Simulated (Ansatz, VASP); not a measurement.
## Cd3TeSe2 in VASP and in Ansatz

```
Cd Te Se
1.0
    -3.19078    3.19078    4.53310
     3.19078   -3.19078    4.53310
     3.19078    3.19078   -4.53310
Cd Te Se
3 1 2
Cartesian
  0.0000 0.0000 6.6102
  0.0000 0.0000 2.4560
  0.0000 0.0000 0.0000
  0.0000 0.0000 4.5331
  0.0000 3.1908 2.2665
  3.1908 0.0000 2.2665
```

Alike in both runs: task relaxation of cell and atoms; functional PBE; k mesh 4 × 4 × 4; occupations gaussian, width 0.1 eV; no spin polarisation.

|  | VASP | Ansatz |
| --- | --- | --- |
| version | VASP 6.6.1 | Ansatz 0.2.0 |
| potentials or method | VASP PAW PBE potentials, release 64 (Cd, Te, Se), cutoff 600 eV | scalar-relativistic, plane waves, PAW |
| valence electrons in the cell | 54 | 108 |

VASP gave:

| Property | Result |
| --- | --- |
| gap on the k mesh at the Fermi level, each at its own relaxed structure (eV) | none |
| relaxed volume (Å³/atom) | 31.78 |
| relaxed length of the cell vector where the two differ most in proportion (Å) | 8.373 |

Q: Estimate Ansatz's values.

A: gap on the k mesh at the Fermi level, each at its own relaxed structure (eV): none; relaxed volume (Å³/atom): 32.40; relaxed length of the cell vector where the two differ most in proportion (Å): 8.806.

A gap of «none» marks a metal or a gap that the smearing closes. One of these differences is far larger than is usual between the two programs; its cause wasn't traced. VASP's potentials hold 54 valence electrons a cell and Ansatz's 108, so a difference there can come from the potentials and not from the codes.

Neither program's run includes spin-orbit coupling.
